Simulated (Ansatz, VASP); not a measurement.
# Two plane-wave programs on SnO2

Contents of INCAR:

```
PREC     = Accurate       # precision mode
ENCUT    = 520            # plane-wave cutoff, eV
EDIFF    = 1E-6           # SCF threshold, eV
ISMEAR   = 0              # smearing method
SIGMA    = 0.05           # smearing width, eV
LREAL    = False          # projectors in reciprocal space
LASPH    = True           # aspherical terms in the spheres
NELM     = 60             # most SCF steps
ALGO     = Normal         # electronic algorithm
ISIF     = 2              # what is computed and relaxed
LWAVE    = False          # write WAVECAR
LCHARG   = False          # write CHGCAR
GGA      = PE             # functional
NBANDS   = 20             # bands
```

The input KPOINTS:

```
Automatic mesh
0
Gamma
  12 12 12
```

The input POSCAR:

```
SnO2
1.0
    1.5359500000      0.8867811460      5.0494000000
   -1.5359500000      0.8867811460      5.0494000000
    0.0000000000     -1.7735622919      5.0494000000
Sn O
1 2
Direct
    0.5000000000      0.5000000000      0.5000000000
    0.2348826742      0.2348826742      0.2348826742
    0.7651173258      0.7651173258      0.7651173258
```

Input for Ansatz:

```yaml
crystal:
  lattice:
    - [1.53595, 0.886781146, 5.0494]
    - [-1.53595, 0.886781146, 5.0494]
    - [0.0, -1.7735622919, 5.0494]
  atoms:
    - { symbol: Sn, position: [0.5, 0.5, 0.5] }
    - { symbol: O, position: [0.2348826742, 0.2348826742, 0.2348826742] }
    - { symbol: O, position: [0.7651173258, 0.7651173258, 0.7651173258] }
basis:
  ecutwfc: 520.0
kpoints:
  mp_grid: { grid: [12, 12, 12] }
hamiltonian:
  xc: pbe
  pseudopotentials: { kind: paw, azcp: { folder: soft_1 } }
scf:
  occupations: { method: gaussian, width: 0.05 }
output:
  forces: true
  stress: true
  eigenvalues: true
```

Alike in both runs: task single point; functional PBE; k mesh 12 × 12 × 12; occupations gaussian, width 0.05 eV; no spin polarisation.

|  | VASP | Ansatz |
| --- | --- | --- |
| version | VASP 6.6.1 | Ansatz 0.2.0 |
| potentials or method | VASP PAW PBE potentials, release 64 (Sn_d, O), cutoff 520 eV | scalar-relativistic, plane waves, PAW |
| valence electrons in the cell | 26 | 26 |

VASP gave:

- gap on the k mesh at the Fermi level (eV): 3.02
- least direct gap on the mesh (eV): 3.37
- pressure (GPa): 19.3
- traceless stress, the component that is largest in VASP (GPa): -12.19
- rms of the force components (eV/Å): 0.409

Estimate Ansatz's values.

gap on the k mesh at the Fermi level (eV): 3.04; least direct gap on the mesh (eV): 3.38; pressure (GPa): 18.5; traceless stress, the component that is largest in VASP (GPa): -11.78; rms of the force components (eV/Å): 0.372.

Atom by atom the forces differ by 0.037 eV/Å (rms over components). With one functional, cell and mesh, what is left measures potentials, basis and numerics.
